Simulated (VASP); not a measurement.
# Hg (Im-3m) in VASP: a series of runs

Runs on Hg. Level: PBE. Tasks: single point, relaxation of cell and atoms.

All numbers are computed with VASP 6.6.1; they aren't measurements. Logs are shortened: lines on timing, memory, paths and dates and some standing lists are left out, and cuts for length are marked.

**1. The cell of the first run**

Symmetry: Im-3m, No. 229, cubic system. Conventional cell: a = 3.892 Å, b = 3.892 Å, c = 3.892 Å, α = 90.00°, β = 90.00°, γ = 90.00°. Hg (site symmetry m-3m) has 14 Hg at 3.37 to 3.89 Å within 4.4 Å.

**2. Single point, PBE**

INCAR

```
SYSTEM = Hg
PREC = Accurate
ENCUT = 520
EDIFF = 1E-6
ISMEAR = -1
SIGMA = 0.05
LREAL = .FALSE.
LASPH = .TRUE.
NELM = 80
ALGO = Normal
ISIF = 2
LWAVE = .FALSE.
LCHARG = .TRUE.
GGA = PE
LELF = .TRUE.
LVHAR = .TRUE.
NBANDS = 12
```

KPOINTS

```
regular mesh
0
G
  15 15 15
  0 0 0
```

POSCAR

```
Hg
1.0
   -1.9460523555      1.9460523555      1.9460523555
    1.9460523555     -1.9460523555      1.9460523555
    1.9460523555      1.9460523555     -1.9460523555
Hg
1
Direct
    0.0000000000      0.0000000000      0.0000000000
```

Potentials or basis: VASP PAW PBE potentials, release 64 (Hg).

Launch:

```
$ cat potpaw_PBE.64/Hg/POTCAR > POTCAR
$ mpirun -np 1 vasp_std > vasp.out
```

OUTCAR:

```text
SYSTEM = Hg
   PREC = Accurate
   ENCUT = 520
   EDIFF = 1E-6
   ISMEAR = -1
   LREAL = .FALSE.
   LASPH = .TRUE.
   NELM = 80
   ISIF = 2
   GGA = PE

 ion  position               nearest neighbor table
   1  0.000  0.000  0.000-

  LATTYP: Found a body centered cubic cell.
 ALAT       =     3.8921047110

  Lattice vectors:

 A1 = (  -1.9460523555,   1.9460523555,   1.9460523555)
 A2 = (   1.9460523555,  -1.9460523555,   1.9460523555)
 A3 = (   1.9460523555,   1.9460523555,  -1.9460523555)

Analysis of symmetry for initial positions (statically):
=====================================================================
 Subroutine PRICEL returns:
 Original cell was already a primitive cell.

 Routine SETGRP: Setting up the symmetry group for a
 body centered cubic supercell.

 Subroutine GETGRP returns: Found 48 space group operations
 (whereof 48 operations were pure point group operations)
 out of a pool of 48 trial point group operations.

The static configuration has the point symmetry O_h .

Analysis of symmetry for dynamics (positions and initial velocities):
=====================================================================
 Subroutine PRICEL returns:
 Original cell was already a primitive cell.

 Routine SETGRP: Setting up the symmetry group for a
 body centered cubic supercell.

 Subroutine GETGRP returns: Found 48 space group operations
 (whereof 48 operations were pure point group operations)
 out of a pool of 48 trial point group operations.

The dynamic configuration has the point symmetry O_h .

 Subroutine INISYM returns: Found 48 space group operations
 (whereof 48 operations are pure point group operations),
 and found     1 'primitive' translations

----------------------------------------------------------------------------------------

                                     Primitive cell

  volume of cell :      29.4797

  direct lattice vectors                    reciprocal lattice vectors
    -1.946052355  1.946052355  1.946052355     0.000000000  0.256930395  0.256930395
     1.946052355 -1.946052355  1.946052355     0.256930395  0.000000000  0.256930395
     1.946052355  1.946052355 -1.946052355     0.256930395  0.256930395  0.000000000

  length of vectors
     3.370661554  3.370661554  3.370661554     0.363354449  0.363354449  0.363354449

  position of ions in fractional coordinates (direct lattice)
     0.000000000  0.000000000  0.000000000

  ion indices of the primitive-cell ions
   primitive index   ion index
                 1           1

----------------------------------------------------------------------------------------

 KPOINTS: regular mesh

Automatic generation of k-mesh.
 Grid dimensions read from file:
 generate k-points for:   15   15   15

 Generating k-lattice:

  Cartesian coordinates                     Fractional coordinates (reciprocal lattice)
     0.000000000  0.017128693  0.017128693     0.066666667  0.000000000  0.000000000
     0.017128693  0.000000000  0.017128693     0.000000000  0.066666667  0.000000000
     0.017128693  0.017128693  0.000000000     0.000000000  0.000000000  0.066666667

  Length of vectors
     0.024223630  0.024223630  0.024223630

  Shift w.r.t. Gamma in fractional coordinates (k-lattice)
     0.000000000  0.000000000  0.000000000

 Subroutine IBZKPT returns following result:
 ===========================================

 Found    120 irreducible k-points:

 Following reciprocal coordinates:
            Coordinates               Weight
  0.000000  0.000000  0.000000      1.000000
  0.066667  0.000000  0.000000     12.000000
  0.133333  0.000000  0.000000     12.000000
  0.200000  0.000000  0.000000     12.000000
  0.266667  0.000000  0.000000     12.000000
  0.333333  0.000000  0.000000     12.000000
[... 16 lines left out ...]
  0.333333  0.200000  0.000000     48.000000
  0.400000  0.200000 -0.000000     24.000000
 [... further k-points ...]
   k-points           NKPTS =    120   k-points in BZ     NKDIM =    120   number of bands    NBANDS=     12
   number of dos      NEDOS =    301   number of ions     NIONS =      1
   total plane-waves  NPLWV =  21952
   dimension x,y,z NGX =    28 NGY =   28 NGZ =   28
   dimension x,y,z NGXF=    56 NGYF=   56 NGZF=   56
   ions per type =               1
   NGX,Y,Z   is equivalent  to a cutoff of  13.81, 13.81, 13.81 a.u.
   NGXF,Y,Z  is equivalent  to a cutoff of  27.62, 27.62, 27.62 a.u.
 SYSTEM =  Hg
   PREC   = accura    normal or accurate (medium, high low for compatibility)
   ISTART =      0    job   : 0-new  1-cont  2-samecut
   ICHARG =      2    charge: 1-file 2-atom 10-const
   ISPIN  =      1    spin polarized calculation?
   LNONCOLLINEAR =      F non collinear calculations
   LSORBIT =      F    spin-orbit coupling
   LASPH  =      T    aspherical Exc in radial PAW
   ENCUT  =  520.0 eV  38.22 Ry    6.18 a.u.   6.27  6.27  6.27*2*pi/ulx,y,z
   NELM   =     80;   NELMIN=  2; NELMDL= -5     # of ELM steps
   EDIFF  = 0.1E-05   stopping-criterion for ELM
   LREAL  =      F    real-space projection
[... 7 lines left out ...]
   TEBEG  =    0.0;   TEEND  =   0.0 temperature during run
   PSTRESS=    0.0 pullay stress
   NELECT =      12.0000    total number of electrons
   NUPDOWN=      -1.0000    fix difference up-down
   EMIN   =  10.00;   EMAX   =-10.00  energy-range for DOS
   EFERMI =   0.00;   METHOD = LEGACY
   ISMEAR =    -1;   SIGMA  =   0.05  broadening in eV -4-tet -1-fermi 0-gaus
   EFERMI_NEDOS =   21; number of points for ismear=-14 and -15
   IALGO  =     38    algorithm
   IMIX   =      4    mixing-type and parameters
     AMIX     =   0.40;   BMIX     =  1.00
     AMIX_MAG =   1.60;   BMIX_MAG =  1.00
  volume/ion in A,a.u.               =      29.48       198.94
  Fermi-wavevector in a.u.,A,eV,Ry     =   1.213279  2.292765 20.028405  1.472046
  Thomas-Fermi vector in A             =   2.348736
   LORBIT       =      0    0 simple, 1 ext, 2 COOP (PROOUT), +10 PAW based schemes
   GGA     = PE    functional components
   LHFCALC =     F    Hartree Fock is set to
   AEXX    =    0.0000 exact exchange contribution
   IVDW    =     0    specifies the selected vdW correction
   LEPSILON=     F    determine dielectric tensor
   LRPA    =     F    only Hartree local field effects (RPA)
 non-spin polarized calculation
  energy-cutoff  :      520.00
  volume of cell :       29.48
 maximum number of plane-waves:       806
 NGX is ok and might be reduce to    28
   NGX = 13   NGY = 13   NGZ = 13

 number of electron      11.9999998 magnetization

 Free energy of the ion-electron system (eV)
  ---------------------------------------------------
  ext. energy  EPLUGINS =         0.00000000
  ---------------------------------------------------
  free energy    TOTEN  =        -0.18221258 eV

  energy without entropy =       -0.18115217  energy(sigma->0) =       -0.18168237

 E-fermi :   1.1733     XC(G=0):  -9.6603

 val. band max:        1.0930468203   @ k =   0.4667   0.0000   0.0000
 cond. band min:       1.2213807967   @ k =  -0.4667   0.4667   0.0667
 fundamental gap:      0.1283339763
 Fermi energy:         1.1732947679

 k-point     1 :       0.0000    0.0000    0.0000
  band No.  band energies     occupation
      1      -6.2140      2.00000
      2      -5.2918      2.00000
      3      -5.2918      2.00000
      4      -5.2918      2.00000
      5      -4.7161      2.00000
      6      -4.7161      2.00000
      7      14.6759      0.00000
      8      14.6759      0.00000
      9      14.6759      0.00000
     10      15.6218      0.00000
     11      15.6218      0.00000
     12      15.6218      0.00000

 k-point     2 :       0.0667    0.0000    0.0000
  band No.  band energies     occupation
      1      -6.1152      2.00000
      2      -5.3043      2.00000
      3      -5.2841      2.00000
      4      -5.2539      2.00000
      5      -4.7293      2.00000
      6      -4.7157      2.00000
      7      13.5427      0.00000
      8      14.2801      0.00000
      9      14.3710      0.00000
     10      15.2943      0.00000
     11      15.5678      0.00000
     12      15.6132      0.00000

 k-point     3 :       0.1333    0.0000    0.0000
  band No.  band energies     occupation
      1      -5.8488      2.00000
      2      -5.3396      2.00000
      3      -5.2368      2.00000
      4      -5.1449      2.00000
      5      -4.7599      2.00000
      6      -4.7144      2.00000
      7      11.3364      0.00000
      8      13.3695      0.00000
      9      13.5799      0.00000
     10      14.8646      0.00000
     11      15.4348      0.00000
     12      15.8854      0.00000
[... 286 lines left out ...]
 k-point    23 :       0.3333    0.2000    0.0000
  band No.  band energies     occupation
      1      -5.5977      2.00000
      2      -5.3709      2.00000
      3      -4.8625      2.00000
      4      -4.7614      2.00000
      5      -4.5485      2.00000
      6      -0.9645      2.00000
      7       2.5388      0.00000
      8       6.1154      0.00000
      9      10.1421      0.00000
     10      15.5174      0.00000
     11      17.5349      0.00000
     12      19.0370      0.00000

 k-point    24 :       0.4000    0.2000   -0.0000
  band No.  band energies     occupation
      1      -5.6077      2.00000
      2      -5.3818      2.00000
      3      -4.8546      2.00000
      4      -4.7517      2.00000
      5      -4.5167      2.00000
      6      -0.2632      2.00000
      7       1.7046      0.00005
      8       5.9391      0.00000
      9      10.0498      0.00000
     10      15.4786      0.00000
     11      18.3742      0.00000
     12      18.5269      0.00000

 [... further k-points ...]
[... 5 lines left out ...]
  --------------------------------------------------------------------------------------
  -------------------------------------------------------------------------------------
  Total        0.0085520      0.0085520      0.0085520     -0.0000000     -0.0000000      0.0000000
  in kB        0.4647855      0.4647855      0.4647855     -0.0000000     -0.0000000      0.0000000
  external PRESSURE =       0.4647855 kB  Pullay stress =       0.0000000 kB

 VOLUME and BASIS-vectors are now :
 -----------------------------------------------------------------------------
  energy-cutoff  :      520.00
  volume of cell :       29.48
      direct lattice vectors                 reciprocal lattice vectors
    -1.946052355  1.946052355  1.946052355     0.000000000  0.256930395  0.256930395
     1.946052355 -1.946052355  1.946052355     0.256930395  0.000000000  0.256930395
     1.946052355  1.946052355 -1.946052355     0.256930395  0.256930395  0.000000000

 POSITION                                       TOTAL-FORCE (eV/Angst)
 -----------------------------------------------------------------------------------
      0.00000      0.00000      0.00000         0.000000     -0.000000      0.000000
 -----------------------------------------------------------------------------------
    total drift:                               -0.000000     -0.000000     -0.000000

  FREE ENERGIE OF THE ION-ELECTRON SYSTEM (eV)
  ---------------------------------------------------
  free  energy   TOTEN  =        -0.1822125794 eV

  energy  without entropy=       -0.1811521698  energy(sigma->0) =       -0.18168237
```

Run time: 17 s. Hardware: 1 thread of Intel Xeon 6975P-C, shared host; peak memory 0.18 GiB.

What came out:

```
Free energy            : -0.1822 eV
Pressure               : 0.0 GPa
Band gap on the k mesh : zero (bands 6 and 7 overlap by 1.77 eV)
```

Levels at points of the mesh, in eV from the Fermi level:
| k point | band 3 | band 4 | band 5 | band 6 | band 7 | band 8 | band 9 | band 10 |
| --- | --- | --- | --- | --- | --- | --- | --- | --- |
| (0.00, 0.00, 0.00) | -6.47 | -6.47 | -5.89 | -5.89 | 13.50 | 13.50 | 13.50 | 14.45 |

Caveat: spin-orbit coupling is left out, which moves the levels of the heavy elements.

(Part 1 of 2 ends here.)

The gap in the log of VASP goes by the Fermi energy; the results here count the filled bands.